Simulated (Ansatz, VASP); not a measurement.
# One calculation of HfO2, two programs

Contents of INCAR:

```
SYSTEM = HfO2
PREC = Accurate
ENCUT = 520
EDIFF = 1E-6
ISMEAR = 0
SIGMA = 0.05
LREAL = .FALSE.
LASPH = .TRUE.
NELM = 80
ALGO = Normal
ISIF = 2
LWAVE = .FALSE.
LCHARG = .TRUE.
GGA = PE
LELF = .TRUE.
LVHAR = .TRUE.
NBANDS = 31
```

File KPOINTS:

```
Automatic mesh
0
G
  6 6 8
  0 0 0
```

Contents of POSCAR:

```
HfO2
1.0
    4.9217291452      0.0000000000      0.0000000000
    0.0000000000      4.9217291452      0.0000000000
    0.0000000000      0.0000000000      3.2647640994
Hf O
2 4
Direct
    0.0000000000      0.0000000000     -0.0417864770
    0.5000000000      0.5000000000      0.5417864770
    0.1948161092      0.8051838908      0.4865900157
    0.3051838908      0.3051838908      0.0134099843
    0.6948161092      0.6948161092      0.0134099843
    0.8051838908      0.1948161092      0.4865900157
```

Input for Ansatz:

```yaml
crystal:
  lattice:
    - [4.9217291452, 0.0, 0.0]
    - [0.0, 4.9217291452, 0.0]
    - [0.0, 0.0, 3.2647640994]
  atoms:
    - { symbol: Hf, position: [0.0, 0.0, -0.041786477] }
    - { symbol: Hf, position: [0.5, 0.5, 0.541786477] }
    - { symbol: O, position: [0.1948161092, 0.8051838908, 0.4865900157] }
    - { symbol: O, position: [0.3051838908, 0.3051838908, 0.0134099843] }
    - { symbol: O, position: [0.6948161092, 0.6948161092, 0.0134099843] }
    - { symbol: O, position: [0.8051838908, 0.1948161092, 0.4865900157] }
basis:
  ecutwfc: 520.0
kpoints:
  mp_grid: { grid: [6, 6, 8] }
hamiltonian:
  xc: pbe
  pseudopotentials: { kind: paw, azcp: { folder: soft_1 } }
scf:
  occupations: { method: gaussian, width: 0.05 }
output:
  forces: true
  stress: true
  eigenvalues: true
```

Change from the starting cell: mode 4 frozen in at -0.135 Å, equal normal strain along x, y and z +0.0083.

Alike in both runs: task single point; functional PBE; k mesh 6 × 6 × 8; occupations gaussian, width 0.05 eV; no spin polarisation.

|  | VASP | Ansatz |
| --- | --- | --- |
| version | VASP 6.6.1 | Ansatz 0.2.0 |
| potentials or method | VASP PAW PBE potentials, release 64 (Hf_pv, O), cutoff 520 eV | scalar-relativistic, plane waves, PAW |
| valence electrons in the cell | 44 | 76 |

```tsv
	VASP	Ansatz	Ansatz less VASP
gap on the k mesh at the Fermi level (eV)	3.85	3.91	+0.059
least direct gap on the mesh (eV)	3.85	3.91	+0.059
pressure (GPa)	-7.0	-4.4	+2.63
traceless stress, the component that is largest in VASP (GPa)	-0.87	-0.40	+0.475
rms of the force components (eV/Å)	0.229	0.231	+0.0023
```

Atom by atom the forces differ by 0.029 eV/Å (rms over components). With one functional, cell and mesh, what is left measures potentials, basis and numerics. VASP's potentials hold 44 valence electrons a cell and Ansatz's 76, so a difference there can come from the potentials and not from the codes.

Neither program's run includes spin-orbit coupling.
